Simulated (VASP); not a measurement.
A run of VASP 6.6.1 is set up as follows.

The input INCAR:

```
ALGO     = Normal         # electronic algorithm
EDIFF    = 1E-7           # SCF threshold, eV
EDIFFG   = -0.01          # ionic threshold
ENCUT    = 500            # plane-wave cutoff, eV
GGA      = PE             # functional
GGA_COMPAT= False        
IBRION   = 2              # ionic algorithm
ISIF     = 3              # what is computed and relaxed
ISMEAR   = 0              # smearing method
LASPH    = True           # aspherical terms in the spheres
LCHARG   = False          # write CHGCAR
LREAL    = False          # projectors in reciprocal space
LWAVE    = False          # write WAVECAR
NELM     = 120            # most SCF steps
NELMIN   = 4            
NSW      = 80             # ionic steps
PREC     = Accurate       # precision mode
SIGMA    = 0.02           # smearing width, eV
```

File KPOINTS:

```
k-points
0
Gamma
  8 8 8
```

POSCAR

```
AgI
1.0
    0.0000000000      3.3255716000      3.3255716000
    3.3255716000      0.0000000000      3.3255716000
    3.3255716000      3.3255716000      0.0000000000
Ag I
1 1
Direct
    0.0000000000      0.0000000000      0.0000000000
    0.2500000000      0.2500000000      0.2500000000
```

Potentials or basis: VASP PAW PBE potentials, release 64 (Ag, I).

Command:

```sh
$ cat potpaw_PBE.64/Ag/POTCAR potpaw_PBE.64/I/POTCAR > POTCAR
$ mpirun -np 1 vasp_std > vasp.out
```

Q: Predict the band gap on the k mesh.

A: 1.34 eV, direct.

Q: Predict the space group after relaxing (to 0.05 Å).

A: F-43m (No. 216).

Final structure:
```
Ag I
1.0
     0.00000    3.31225    3.31225
     3.31225    0.00000    3.31225
     3.31225    3.31225    0.00000
Ag I
1 1
Cartesian
  0.0000 0.0000 0.0000
  1.6561 1.6561 1.6561
```

Caveat: spin-orbit coupling is left out, which moves the levels of the heavy elements.
